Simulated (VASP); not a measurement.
Here is a VASP 6.6.1 calculation.

File INCAR:

```
SYSTEM = Ge
PREC = Accurate
ENCUT = 520
EDIFF = 1E-7
ISMEAR = -1
SIGMA = 0.05
LREAL = .False.
LASPH = .True.
NELM = 60
ALGO = Normal
ISIF = 2
LWAVE = .False.
LCHARG = .False.
GGA = PE
NBANDS = 21
```

KPOINTS

```
regular mesh
0
Gamma
  15 15 8
  0 0 0
```

File POSCAR:

```
Ge
1.0
    3.0343313785      0.0000000000      0.0000000000
   -1.5171656892      2.6278080573      0.0000000000
    0.0000000000      0.0000000000      5.1526087742
Ge
2
Direct
    0.3333333333      0.6666666667      0.2500000000
    0.6666666667      0.3333333333      0.7500000000
```

Potentials or basis: VASP PAW PBE potentials, release 64 (Ge_d).

Launch:

```sh
$ cat potpaw_PBE.64/Ge_d/POTCAR > POTCAR
$ mpirun -np 1 vasp_std > vasp.out
```

(1) Predict the pressure.

(2) Predict the band gap on the k mesh.

Answers

(1) -3.4 GPa.

(2) zero (bands 14 and 15 overlap by 9.39 eV).

Caveat: the cell stands under tension.
